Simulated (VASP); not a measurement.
Wanted: the native input for a VASP 6.6.1 run.

* Task: single point
* Functional: PBEsol
* Potentials or basis: VASP PAW PBE potentials, release 64 (B)
* Cutoff: 520 eV
* k mesh: 18 × 18 × 18
* Occupations: fermi-dirac, width 0.05 eV
* Spin: no spin polarisation
* Dipole correction: no
* Further INCAR settings: ALGO = Normal; EDIFF = 1e-06; NBANDS = 10

The structure of B lies in POSCAR:

```
B
1.0
    0.0000000000      1.7001139008      1.7001139008
    1.7001139008      0.0000000000      1.7001139008
    1.7001139008      1.7001139008      0.0000000000
B
2
Direct
   -0.1250000000     -0.1250000000     -0.1250000000
    0.1250000000      0.1250000000      0.1250000000
```

This cell differs from its parent crystal: volume scaled by 0.6.

One way to write it, as run:

INCAR

```
PREC = Accurate
ENCUT = 520
EDIFF = 1E-6
ISMEAR = -1
SIGMA = 0.05
LREAL = False
LASPH = True
NELM = 100
ALGO = Normal
ISIF = 2
LWAVE = False
LCHARG = True
GGA = PS
LELF = True
LVHAR = True
NBANDS = 10
```

KPOINTS

```
regular mesh
0
Gamma
  18 18 18
```

Potentials or basis: VASP PAW PBE potentials, release 64 (B).

Command:

```bash
$ cat potpaw_PBE.64/B/POTCAR > POTCAR
$ mpirun -np 1 vasp_std > vasp.out
```

It gave:

```json
{
  "Pressure": "225.2 GPa",
  "Band gap on the k mesh": "zero (band 3 reaches 14.83 eV, above the bottom of band 4 at 3.46 eV)"
}
```

Caveat: the PAW data sets were made with another functional, which shifts forces and pressure a little.

Run time: 8.1 s on 1 thread of AMD EPYC 9R45 96-Core Processor (Zen 5), with other jobs on the host, peak memory 0.09 GiB.
